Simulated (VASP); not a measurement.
# CdS (Cm) in VASP: single point with LDA

Aim: the single point of CdS with LDA.

Everything below comes from runs of VASP 6.6.1. Logs are shortened: lines on timing, memory, paths and dates and some standing lists are left out, and cuts for length are marked.

### Step 1. The cell of the first run

Symmetry: Cm, No. 8, monoclinic system. Conventional cell: a = 7.381 Å, b = 4.261 Å, c = 5.804 Å, α = 90.00°, β = 90.00°, γ = 90.00°. Cd (site symmetry m) has 3 S at 2.39 to 2.50 Å within 3.2 Å. S (site symmetry m) has 3 Cd at 2.39 to 2.50 Å within 3.2 Å.

### Step 2. Single point, LDA

Input file INCAR:

```
PREC = Accurate
ENCUT = 520
EDIFF = 1E-7
ISMEAR = 0
SIGMA = 0.05
LREAL = False
LASPH = True
NELM = 80
ALGO = Normal
ISIF = 2
LWAVE = False
LCHARG = False
NBANDS = 16
```

Input file KPOINTS:

```
Automatic mesh
0
Gamma
  9 9 6
```

Input file POSCAR:

```
CdS
1.0
    4.2611695877      0.0000000000      0.0000000000
   -2.1305847939      3.6902811128      0.0000000000
    0.0000000000      0.0000000000      5.8041729400
Cd S
1 1
Direct
    0.0000000000      0.0000000000      0.4426919200
    0.6463469861      0.3231734931      0.4345636154
```

Potentials or basis: VASP PAW LDA potentials, release 64 (Cd, S).

Command:

```
cat potpaw_LDA.64/Cd/POTCAR potpaw_LDA.64/S/POTCAR > POTCAR
mpirun -np 1 vasp_std > vasp.out
```

OUTCAR:

```text
PREC = Accurate
   ENCUT = 520
   EDIFF = 1E-7
   ISMEAR = 0
   LREAL = False
   LASPH = True
   NELM = 80
   ISIF = 2

 ion  position               nearest neighbor table
   1  0.000  0.000  0.443-   2 2.39   2 2.50   2 2.50
   2  0.646  0.323  0.435-   1 2.39   1 2.50   1 2.50

  LATTYP: Found a hexagonal cell.
 ALAT       =     4.2611695877
 C/A-ratio  =     1.3621079426

  Lattice vectors:

 A1 = (   4.2611695877,   0.0000000000,   0.0000000000)
 A2 = (  -2.1305847939,   3.6902811128,   0.0000000000)
 A3 = (   0.0000000000,   0.0000000000,   5.8041729400)

Analysis of symmetry for initial positions (statically):
=====================================================================
 Subroutine PRICEL returns:
 Original cell was already a primitive cell.

 Routine SETGRP: Setting up the symmetry group for a
 hexagonal supercell.

 Subroutine GETGRP returns: Found  2 space group operations
 (whereof  2 operations were pure point group operations)
 out of a pool of 24 trial point group operations.

The static configuration has the point symmetry C_1h.

Analysis of symmetry for dynamics (positions and initial velocities):
=====================================================================
 Subroutine PRICEL returns:
 Original cell was already a primitive cell.

 Routine SETGRP: Setting up the symmetry group for a
 hexagonal supercell.

 Subroutine GETGRP returns: Found  2 space group operations
 (whereof  2 operations were pure point group operations)
 out of a pool of 24 trial point group operations.

The dynamic configuration has the point symmetry C_1h.

 Subroutine INISYM returns: Found  2 space group operations
 (whereof  2 operations are pure point group operations),
 and found     1 'primitive' translations

----------------------------------------------------------------------------------------

                                     Primitive cell

  volume of cell :      91.2701

  direct lattice vectors                    reciprocal lattice vectors
     4.261169588  0.000000000  0.000000000     0.234677353  0.135491033  0.000000000
    -2.130584794  3.690281113  0.000000000     0.000000000  0.270982066  0.000000000
     0.000000000  0.000000000  5.804172940     0.000000000  0.000000000  0.172289835

  length of vectors
     4.261169588  4.261169588  5.804172940     0.270982066  0.270982066  0.172289835
[... 78 lines left out ...]
   LASPH  =      T    aspherical Exc in radial PAW
   ENCUT  =  520.0 eV  38.22 Ry    6.18 a.u.   7.92  7.92 10.79*2*pi/ulx,y,z
   NELM   =     80;   NELMIN=  2; NELMDL= -5     # of ELM steps
   EDIFF  = 0.1E-06   stopping-criterion for ELM
   LREAL  =      F    real-space projection
   EDIFFG = 0.1E-05   stopping-criterion for IOM
   NSW    =      0    number of steps for IOM
   IBRION =     -1    ionic relax: 0-MD 1-quasi-New 2-CG
   NFREE  =      0    steps in history (QN), initial steepest desc. (CG)
   ISIF   =      2    stress and relaxation
   ISYM   =      2    0-nonsym 1-usesym 2-fastsym
   POTIM  = 0.5000    time-step for ionic-motion
   TEBEG  =    0.0;   TEEND  =   0.0 temperature during run
   PSTRESS=    0.0 pullay stress
   NELECT =      18.0000    total number of electrons
   NUPDOWN=      -1.0000    fix difference up-down
   EMIN   =  10.00;   EMAX   =-10.00  energy-range for DOS
   EFERMI =   0.00;   METHOD = LEGACY
   ISMEAR =     0;   SIGMA  =   0.05  broadening in eV -4-tet -1-fermi 0-gaus
   EFERMI_NEDOS =   21; number of points for ismear=-14 and -15
   IALGO  =     38    algorithm
   IMIX   =      4    mixing-type and parameters
     AMIX     =   0.40;   BMIX     =  1.00
     AMIX_MAG =   1.60;   BMIX_MAG =  1.00
  volume/ion in A,a.u.               =      45.64       307.96
  Fermi-wavevector in a.u.,A,eV,Ry     =   0.952919  1.800756 12.354841  0.908055
  Thomas-Fermi vector in A             =   2.081527
   LORBIT       =      0    0 simple, 1 ext, 2 COOP (PROOUT), +10 PAW based schemes
   GGA     = CA    functional components
   LHFCALC =     F    Hartree Fock is set to
   AEXX    =    0.0000 exact exchange contribution
   IVDW    =     0    specifies the selected vdW correction
   LEPSILON=     F    determine dielectric tensor
   LRPA    =     F    only Hartree local field effects (RPA)
 non-spin polarized calculation
 Gauss-broadening in eV      SIGMA  =   0.05
  energy-cutoff  :      520.00
  volume of cell :       91.27
 maximum number of plane-waves:      2490
   NGX = 15   NGY = 15   NGZ = 21

 number of electron      18.0000002 magnetization

 Free energy of the ion-electron system (eV)
  ---------------------------------------------------
  ext. energy  EPLUGINS =         0.00000000
  ---------------------------------------------------
  free energy    TOTEN  =        -6.57914271 eV

  energy without entropy =       -6.57914271  energy(sigma->0) =       -6.57914271

 E-fermi :  -2.0228     XC(G=0):  -6.5383

 val. band max:       -2.2580718932   @ k =   0.0000   0.0000   0.5000
 cond. band min:      -1.0815627100   @ k =   0.0000   0.0000   0.0000
 fundamental gap:      1.1765091832
 Fermi energy:        -2.0228071306

 k-point     1 :       0.0000    0.0000    0.0000
  band No.  band energies     occupation
      1     -13.9589      2.00000
      2     -10.0756      2.00000
      3     -10.0383      2.00000
      4      -9.5390      2.00000
      5      -9.5107      2.00000
      6      -9.3032      2.00000
[... 433 lines left out ...]
      3      -9.7033      2.00000
      4      -9.6285      2.00000
      5      -9.5535      2.00000
      6      -9.0413      2.00000
[... 8 lines left out ...]
     15       6.5169      0.00000
     16       7.5465      0.00000

 [... further k-points ...]

------------------------ aborting loop because EDIFF is reached ----------------------------------------

  FORCE on cell =-STRESS in cart. coord.  units (eV):
  Direction    XX          YY          ZZ          XY          YZ          ZX
  --------------------------------------------------------------------------------------
  -------------------------------------------------------------------------------------
  Total       -1.4889033     -2.1002579     -0.0636090      0.5294487     -0.0141980     -0.0245916
  in kB      -26.1365617    -36.8684262     -1.1166077      9.2940673     -0.2492344     -0.4316866
  external PRESSURE =     -21.3738652 kB  Pullay stress =       0.0000000 kB

 VOLUME and BASIS-vectors are now :
 -----------------------------------------------------------------------------
  energy-cutoff  :      520.00
  volume of cell :       91.27
      direct lattice vectors                 reciprocal lattice vectors
     4.261169588  0.000000000  0.000000000     0.234677353  0.135491033  0.000000000
    -2.130584794  3.690281113  0.000000000     0.000000000  0.270982066  0.000000000
     0.000000000  0.000000000  5.804172940     0.000000000  0.000000000  0.172289835

 POSITION                                       TOTAL-FORCE (eV/Angst)
 -----------------------------------------------------------------------------------
      0.00000      0.00000      2.56946        -0.520159     -0.300314     -0.020717
      2.06565      1.19260      2.52228         0.520159      0.300314      0.020717
 -----------------------------------------------------------------------------------
    total drift:                                0.000011      0.000006      0.000033

  FREE ENERGIE OF THE ION-ELECTRON SYSTEM (eV)
  ---------------------------------------------------
  free  energy   TOTEN  =        -6.5791427115 eV

  energy  without entropy=       -6.5791427115  energy(sigma->0) =       -6.57914271
```

stdout:

```text
POSCAR found type information on POSCAR CdS
 POSCAR found :  2 types and       2 ions
 scaLAPACK will be used
 LDA part: xc-table for (Slater(with rela. corr.)+CA(PZ))
 , standard interpolation
 POSCAR, INCAR and KPOINTS ok, starting setup
 FFT: planning ... GRIDC
 FFT: planning ... GRID_SOFT
 FFT: planning ... GRID
 WAVECAR not read
 entering main loop
```

It took 2.1 min on 1 thread of AMD EPYC 9R14 (Zen 4), shared host; peak memory 0.29 GiB.

What came out:

| Quantity | Value |
| --- | --- |
| Free energy | -6.5791 eV |
| Pressure | -2.1 GPa |
| Largest force | 0.601 eV/Å |
| Band gap on the k mesh | 1.18 eV |

Forces on the atoms (eV/Å):
```
Cd  -0.520 -0.300 -0.021
S    0.520  0.300  0.021
```

Caveat: the cell differs from its parent crystal (all S atoms moved +0.075 Å, as atom 2 towards its neighbour atom 1 (Cd) at 2.461 Å); an odd mesh through Γ misses points on the zone boundary, where band edges can lie.
